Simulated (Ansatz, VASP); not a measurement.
**One calculation of Ga2Ge2O3, two programs**

```xyz
7
Lattice="3.1291 -3.5240 0.0000 3.1291 3.5240 0.0000 0.0000 0.0000 4.6527" Properties=species:S:1:pos:R:3 pbc="T T T"
Ga    3.1291   -1.5929    2.8396
Ga    3.1291    1.5929    2.8396
Ge    1.8470    0.0000    0.1046
Ge    4.4113    0.0000    0.1046
O     1.5646   -1.7620    1.6483
O     1.5646    1.7620    1.6483
O     0.0000    0.0000    3.8458
```

Alike in both runs: functional PBE; k mesh 8 × 8 × 8; occupations gaussian, width 0.02 eV; no spin polarisation.

Ansatz relaxed the structure, and its values are those at the end. VASP's run is a single point on that final structure, the one shown.

```csv
,VASP,Ansatz
version,VASP 6.6.1,Ansatz 0.2.0
potentials or method,"VASP PAW PBE potentials, release 64 (Ga_d, Ge_d, O), cutoff 520 eV","scalar-relativistic, plane waves, PAW"
valence electrons in the cell,72,72
```

|  | VASP | Ansatz | Ansatz less VASP |
| --- | --- | --- | --- |
| gap on the k mesh at the Fermi level (eV) | 0.13 | 0.13 | -0.001 |
| least direct gap on the mesh (eV) | 0.33 | 0.32 | -0.009 |
| pressure (GPa) | 0.3 | 0.0 | -0.27 |
| rms of the force components (eV/Å) | 0.025 | 0.001 | -0.0241 |

The functional is the same, so the differences come from potentials, cutoffs and numerics.
